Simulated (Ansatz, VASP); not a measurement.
## One calculation of NiO, two programs

```
Ni O
1.0
     0.00000    2.08590   -2.08590
     0.00000    2.08590    2.08590
     4.17180    0.00000    0.00000
Ni O
2 2
Cartesian
  0.0000 0.0000 0.0000
  2.0859 2.0859 0.0000
  2.0859 2.0859 2.0859
  4.1718 4.1718 2.0859
```

Alike in both runs: task single point; functional PBE; k mesh 5 × 5 × 4; occupations gaussian, width 0.05 eV; collinear spin; Hubbard terms Ni d U = 6.2 eV.

|  | VASP | Ansatz |
| --- | --- | --- |
| version | VASP 6.6.1 | Ansatz 0.2.0 |
| potentials or method | VASP PAW PBE potentials, release 64 (Ni_sv_GW, O), cutoff 700 eV | scalar-relativistic, plane waves, PAW |
| valence electrons in the cell | 48 | 48 |

```csv
,VASP,Ansatz,Ansatz less VASP
gap on the k mesh at the Fermi level (eV),2.55,2.45,-0.094
least direct gap on the mesh (eV),3.46,2.92,-0.533
pressure (GPa),11.6,14.5,+2.87
net moment per atom (μB),0.00,0.00,0.000
size of the moment on the site where the two differ most (μB),1.80,1.73,-0.071
```

Site moments also hang on the region over which each program counts them. The programs project onto different local orbitals, so the same U acts differently, and such runs can settle in different states.

The k mesh is coarse, so the values compare programs but aren't converged.
